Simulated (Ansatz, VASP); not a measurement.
# Y in VASP and in Ansatz

POSCAR

```
Y
1.0
    3.4883259033      0.0000000000      0.0000000000
   -1.7441629516      3.0209788489      0.0000000000
    0.0000000000      0.0000000000     11.1443097303
Y
4
Direct
    0.0000000000      0.0000000000      1.0000000000
    0.0000000000      1.0000000000      0.5000000000
    0.3333333333      0.6666666667      0.2500000000
    0.6666666667      0.3333333333      0.7500000000
```

INCAR.step1

```
SYSTEM = Y
PREC     = Accurate       ! precision mode
ENCUT    = 520            ! plane-wave cutoff, eV
ISMEAR   = -1             ! smearing method
SIGMA    = 0.1            ! smearing width, eV
LREAL    = .FALSE.        ! projectors in reciprocal space
LASPH    = .TRUE.         ! aspherical terms in the spheres
NELM     = 80             ! most SCF steps
NBANDS   = 30             ! bands
GGA      = PE             ! functional
ALGO     = Normal         ! electronic algorithm
EDIFF    = 1E-4           ! SCF threshold, eV
LWAVE    = .TRUE.         ! write WAVECAR
LCHARG   = .FALSE.        ! write CHGCAR
```

INCAR.step2

```
SYSTEM = Y
PREC     = Accurate       ! precision mode
ENCUT    = 520            ! plane-wave cutoff, eV
EDIFF    = 1E-6           ! SCF threshold, eV
ISMEAR   = -1             ! smearing method
SIGMA    = 0.1            ! smearing width, eV
LREAL    = .FALSE.        ! projectors in reciprocal space
LASPH    = .TRUE.         ! aspherical terms in the spheres
NELM     = 80             ! most SCF steps
ALGO     = Normal         ! electronic algorithm
ISIF     = 2              ! what is computed and relaxed
LWAVE    = .FALSE.        ! write WAVECAR
LCHARG   = .TRUE.         ! write CHGCAR
METAGGA  = R2SCAN         ! meta-GGA
LMIXTAU  = .TRUE.       
LELF     = .TRUE.         ! ELF
LVHAR    = .TRUE.       
NBANDS   = 30             ! bands
ISTART   = 1
```

The input KPOINTS:

```
Automatic mesh
0
G
  11 11 3
  0 0 0
```

Input for Ansatz:

```yaml
crystal:
  lattice:
    - [3.4883259033, 0.0, 0.0]
    - [-1.7441629516, 3.0209788489, 0.0]
    - [0.0, 0.0, 11.1443097303]
  atoms:
    - { symbol: "Y", position: [0.0, 0.0, 1.0] }
    - { symbol: "Y", position: [0.0, 1.0, 0.5] }
    - { symbol: "Y", position: [0.3333333333, 0.6666666667, 0.25] }
    - { symbol: "Y", position: [0.6666666667, 0.3333333333, 0.75] }
hamiltonian:
  xc: r2scan
  pseudopotentials:
    kind: paw
    azcp:
      "Y": "pseudopotentials/Y.paw.azcp"
basis:
  ecutwfc: 500
  fft_grid_basis: typed
kpoints:
  mp_grid: { grid: [11, 11, 3], shift: [0, 0, 0] }
magnetization:
  spin_polarized: false
scf:
  occupations: { method: fermi_dirac, width: 0.1 }
  lower_state_search: "off"
output:
  stress: true
  write_density: true
  write_potential: true
  elf: true
  volumetric_format: npy
```

Alike in both runs: task single point; functional r2SCAN; k mesh 11 × 11 × 3; occupations fermi-dirac, width 0.1 eV; no spin polarisation.

|  | VASP | Ansatz |
| --- | --- | --- |
| version | VASP 6.6.1 | Ansatz 0.2.0 |
| potentials or method | VASP PAW PBE potentials, release 64 (Y_sv), cutoff 520 eV | plane waves (500 eV) with PAW, scalar-relativistic |
| valence electrons in the cell | 44 | 44 |

```tsv
	VASP	Ansatz	Ansatz less VASP
pressure (GPa)	5.8	5.8	-0.08
traceless stress, the component that is largest in VASP (GPa)	0.10	0.11	+0.011
```

VASP's potentials were made for PBE, not for r2SCAN. With one functional, cell and mesh, what is left measures potentials, basis and numerics.
